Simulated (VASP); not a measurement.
# Pd in VASP: relaxation of the atoms with LDA

Aim: the relaxation of the atoms of Pd with LDA.

All numbers are computed with VASP 6.6.1; they aren't measurements. Logs are shortened: lines on timing, memory, paths and dates and some standing lists are left out, and cuts for length are marked.

### 1 The cell of the first run

The cell holds a slab with vacuum, 2 atoms: a = 2.702 Å, b = 4.504 Å, c = 16.780 Å, α = 90.00°, β = 90.00°, γ = 90.00°.

### 2 Relaxation of the atoms, LDA

INCAR reads:

```
SYSTEM = Pd
PREC     = Accurate       ! precision mode
ENCUT    = 520            ! plane-wave cutoff, eV
EDIFF    = 1E-6           ! SCF threshold, eV
ISMEAR   = -1             ! smearing method
SIGMA    = 0.1            ! smearing width, eV
LREAL    = .False.        ! projectors in reciprocal space
LASPH    = .True.         ! aspherical terms in the spheres
NELM     = 60             ! most SCF steps
ALGO     = Normal         ! electronic algorithm
ISIF     = 2              ! what is computed and relaxed
LWAVE    = .False.        ! write WAVECAR
LCHARG   = .False.        ! write CHGCAR
LDIPOL   = .True.       
IDIPOL   = 3            
DIPOL    = 0.5 0.5 0.500
GGA      = CA             ! functional
IBRION   = 2              ! ionic algorithm
NSW      = 32             ! ionic steps
EDIFFG   = -0.01          ! ionic threshold
```

KPOINTS reads:

```
regular mesh
0
Gamma
  12 7 1
  0 0 0
```

POSCAR reads:

```
Pd
1.0
    2.7018300615      0.0000000000      0.0000000000
    0.0000000000      4.5040055083      0.0000000000
    0.0000000000      0.0000000000     16.7800000000
Pd
2
Direct
    0.7500000000      0.7500000000      0.4877944303
    0.2500000000      0.2500000000      0.5122055697
```

Potentials or basis: VASP PAW LDA potentials, release 64 (Pd).

Command:

```bash
cat potpaw_LDA.64/Pd/POTCAR > POTCAR
mpirun -np 1 vasp_std > vasp.out
```

OUTCAR:

```text
SYSTEM = Pd
   PREC = Accurate
   ENCUT = 520
   EDIFF = 1E-6
   ISMEAR = -1
   LREAL = .False.
   LASPH = .True.
   NELM = 60
   ISIF = 2
   GGA = CA
   IBRION = 2
   NSW = 32
   EDIFFG = -0.01

 ion  position               nearest neighbor table
   1  0.750  0.750  0.488-   2 2.66   2 2.66   2 2.66   2 2.66
   2  0.250  0.250  0.512-   1 2.66   1 2.66   1 2.66   1 2.66

  LATTYP: Found a simple orthorhombic cell.
 ALAT       =     2.7018300615
 B/A-ratio  =     1.6670202810
 C/A-ratio  =     6.2106052631

  Lattice vectors:

 A1 = (   2.7018300615,   0.0000000000,   0.0000000000)
 A2 = (   0.0000000000,   4.5040055083,   0.0000000000)
 A3 = (   0.0000000000,   0.0000000000,  16.7800000000)

Analysis of symmetry for initial positions (statically):
=====================================================================
 Subroutine PRICEL returns:
 Original cell was already a primitive cell.

 Routine SETGRP: Setting up the symmetry group for a
 simple orthorhombic supercell.

 Subroutine GETGRP returns: Found  8 space group operations
 (whereof  2 operations were pure point group operations)
 out of a pool of  8 trial point group operations.

The static configuration has the point symmetry S_2 .
 The point group associated with its full space group is D_2h.

Analysis of symmetry for dynamics (positions and initial velocities):
=====================================================================
 Subroutine PRICEL returns:
 Original cell was already a primitive cell.

 Routine SETGRP: Setting up the symmetry group for a
 simple orthorhombic supercell.

 Subroutine GETGRP returns: Found  8 space group operations
 (whereof  2 operations were pure point group operations)
 out of a pool of  8 trial point group operations.

The dynamic configuration has the point symmetry S_2 .
 The point group associated with its full space group is D_2h.

 Subroutine INISYM returns: Found  8 space group operations
 (whereof  2 operations are pure point group operations),
 and found     1 'primitive' translations

----------------------------------------------------------------------------------------

                                     Primitive cell

  volume of cell :     204.1968

[... 100 lines left out ...]
   NUPDOWN=      -1.0000    fix difference up-down
   EMIN   =  10.00;   EMAX   =-10.00  energy-range for DOS
   EFERMI =   0.00;   METHOD = LEGACY
   ISMEAR =    -1;   SIGMA  =   0.10  broadening in eV -4-tet -1-fermi 0-gaus
   EFERMI_NEDOS =   21; number of points for ismear=-14 and -15
   IALGO  =     38    algorithm
   IMIX   =      4    mixing-type and parameters
     AMIX     =   0.40;   BMIX     =  1.00
     AMIX_MAG =   1.60;   BMIX_MAG =  1.00
  volume/ion in A,a.u.               =     102.10       688.99
  Fermi-wavevector in a.u.,A,eV,Ry     =   0.754632  1.426048  7.748102  0.569469
  Thomas-Fermi vector in A             =   1.852343
   LORBIT       =      0    0 simple, 1 ext, 2 COOP (PROOUT), +10 PAW based schemes
   GGA     = CA    functional components
   LHFCALC =     F    Hartree Fock is set to
   AEXX    =    0.0000 exact exchange contribution
   IVDW    =     0    specifies the selected vdW correction
   LEPSILON=     F    determine dielectric tensor
   LRPA    =     F    only Hartree local field effects (RPA)
 conjugate gradient relaxation of ions
 non-spin polarized calculation
  energy-cutoff  :      520.00
  volume of cell :      204.20
 maximum number of plane-waves:      5542
   NGX = 11   NGY = 17   NGZ = 63

 number of electron      19.9999990 magnetization

 dipolmoment           0.000000      0.000000     -0.000000 electrons x Angstroem

 Free energy of the ion-electron system (eV)
  ---------------------------------------------------
  ext. energy  EPLUGINS =         0.00000000
  ---------------------------------------------------
  free energy    TOTEN  =       -10.17137025 eV

  energy without entropy =      -10.03650306  energy(sigma->0) =      -10.10393666

 E-fermi :  -4.0455     XC(G=0):  -2.9780

 val. band max:       -4.0679177440   @ k =   0.0000   0.4286   0.0000
 cond. band min:      -3.9545203182   @ k =   0.5000   0.2857   0.0000
 fundamental gap:      0.1133974258
 Fermi energy:        -4.0455495005

 k-point     1 :       0.0000    0.0000    0.0000
  band No.  band energies     occupation
      1      -8.8194      2.00000
      2      -8.4648      2.00000
      3      -6.5572      2.00000
      4      -6.3773      2.00000
      5      -6.0888      2.00000
      6      -5.3691      2.00000
      7      -4.7767      1.99866
      8      -4.5320      1.98469
      9      -4.4319      1.95887
     10      -4.0788      1.16470
     11      -3.3233      0.00146
     12      -1.9749      0.00000
     13       0.0627      0.00000
     14       1.9113      0.00000
[... 377 lines left out ...]
      1      -7.2849      2.00000
      2      -7.1941      2.00000
      3      -6.8522      2.00000
      4      -6.7614      2.00000
      5      -5.9873      2.00000
      6      -5.5447      2.00000
      7      -5.1253      1.99996
      8      -4.8336      1.99924
      9      -4.5014      1.97927
     10      -4.3075      1.86423
     11      -3.8900      0.34860
     12      -2.7137      0.00000
     13       0.9085      0.00000
     14       2.0638      0.00000

 [... further k-points ...]

------------------------ aborting loop because EDIFF is reached ----------------------------------------

 vacuum level on the upper side and lower side of the slab       (xc-potential included)        -0.120        -0.120

  FORCE on cell =-STRESS in cart. coord.  units (eV):
  Direction    XX          YY          ZZ          XY          YZ          ZX
  --------------------------------------------------------------------------------------
  -------------------------------------------------------------------------------------
  Total       -4.7834052     -4.4158510     -0.0132036      0.0000000      0.0000000      0.0000000
  in kB      -37.5317532    -34.6478344     -0.1035984      0.0000000      0.0000000      0.0000000
  external PRESSURE =     -24.0943953 kB  Pullay stress =       0.0000000 kB

 VOLUME and BASIS-vectors are now :
 -----------------------------------------------------------------------------
  energy-cutoff  :      520.00
  volume of cell :      204.20
      direct lattice vectors                 reciprocal lattice vectors
     2.701830061  0.000000000  0.000000000     0.370119503  0.000000000  0.000000000
     0.000000000  4.504005508  0.000000000     0.000000000  0.222024595  0.000000000
     0.000000000  0.000000000 16.780000000     0.000000000  0.000000000  0.059594756

 POSITION                                       TOTAL-FORCE (eV/Angst)
 -----------------------------------------------------------------------------------
      2.02637      3.37800      8.18519         0.000000      0.000000     -0.006055
      0.67546      1.12600      8.59481         0.000000      0.000000      0.006055
 -----------------------------------------------------------------------------------
    total drift:                               -0.000000      0.000000      0.000000

  FREE ENERGIE OF THE ION-ELECTRON SYSTEM (eV)
  ---------------------------------------------------
  free  energy   TOTEN  =       -10.1713702549 eV

  energy  without entropy=      -10.0365030583  energy(sigma->0) =      -10.10393666

 reached required accuracy - stopping structural energy minimisation

 vacuum level on the upper side and lower side of the slab         2.198         2.198
```

It took 1.7 min on 1 thread of Intel Xeon Platinum 8375C at 2.90GHz (Ice Lake), shared host; peak memory 0.26 GiB.

What came out:

* Free energy: -10.1714 eV
* Largest force after relaxing: 0.006 eV/Å
* Band gap on the k mesh: zero (bands 10 and 11 overlap by 0.80 eV)

Forces in eV/Å, atoms in the order of the input:
```
Pd   0.000  0.000 -0.006
Pd   0.000  0.000  0.006
```

Final structure:
```
Pd
1.0
     2.70183    0.00000    0.00000
     0.00000    4.50401    0.00000
     0.00000    0.00000   16.78000
Pd
2
Direct
  0.75000 0.75000 0.48779
  0.25000 0.25000 0.51221
```

Caveat: the relaxation stopped at its first step, so nothing moved.
